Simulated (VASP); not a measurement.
Set up this calculation in VASP 6.6.1, as the native input.

```yaml
Task: relaxation of cell and atoms
Functional: PBE
Potentials_or_basis: VASP PAW PBE potentials, release 64 (Be, Zn, O)
Cutoff: 600 eV
k_mesh: 12 × 12 × 14
Occupations: gaussian, width 0.1 eV
Spin: no spin polarisation
Dipole_correction: no
Further_INCAR_settings: ALGO = Normal; EDIFF = 1e-06; IBRION = 2; EDIFFG = -0.01; NSW = 100; ISIF = 3
```

The structure of Be3ZnO lies in POSCAR:

```
Be3ZnO
1.0
    4.7008408422      0.0000000000      0.0000000000
   -2.3504204211      4.0710475885      0.0000000000
    0.0000000000      0.0000000000      2.5227530600
Be Zn O
3 1 1
Direct
    0.8304656261      0.1695343739      0.0000000000
    0.8304656261      0.6609312523      0.0000000000
    0.3390687477      0.1695343739      0.0000000000
    0.3333333333      0.6666666667      0.0000000000
    0.0000000000      0.0000000000      0.5000000000
```

The cell was built from a structure type or drawn by symmetry, and may not be a known phase.

The input as run:

INCAR

```
  PREC = Accurate
  ENCUT = 600
  EDIFF = 1E-6
  ISMEAR = 0
  SIGMA = 0.1
  LREAL = F
  LASPH = T
  NELM = 60
  ALGO = Normal
  ISIF = 3
  LWAVE = F
  LCHARG = F
  GGA = PE
  IBRION = 2
  NSW = 100
  EDIFFG = -0.01
```

KPOINTS

```
regular mesh
0
Gamma
  12 12 14
```

Potentials or basis: VASP PAW PBE potentials, release 64 (Be, Zn, O).

Command:

```sh
$ cat potpaw_PBE.64/Be/POTCAR potpaw_PBE.64/Zn/POTCAR potpaw_PBE.64/O/POTCAR > POTCAR
$ mpirun -np 1 vasp_std > vasp.out
```

Results of the run:

| Quantity | Value |
| --- | --- |
| Relaxed volume | 9.67 Å³/atom |
| Relaxed cell | a = 4.690 Å, b = 4.690 Å, c = 2.539 Å, α = 90.00°, β = 90.00°, γ = 120.00° |
| Space group after relaxing (to 0.1 Å) | P-6m2 (No. 187) |
| Energy gained by relaxing | 0.4 meV/atom |
| Ionic steps | 5 |
| Pressure after relaxing | 0.0 GPa |
| Largest force after relaxing | 0.007 eV/Å |
| Band gap on the k mesh | zero (bands 12 and 13 overlap by 2.49 eV) |

Wall time 3.8 min on 1 thread of Intel(R) Xeon(R) Platinum 8559C (Emerald Rapids) (shared host), peak memory 0.3 GiB.
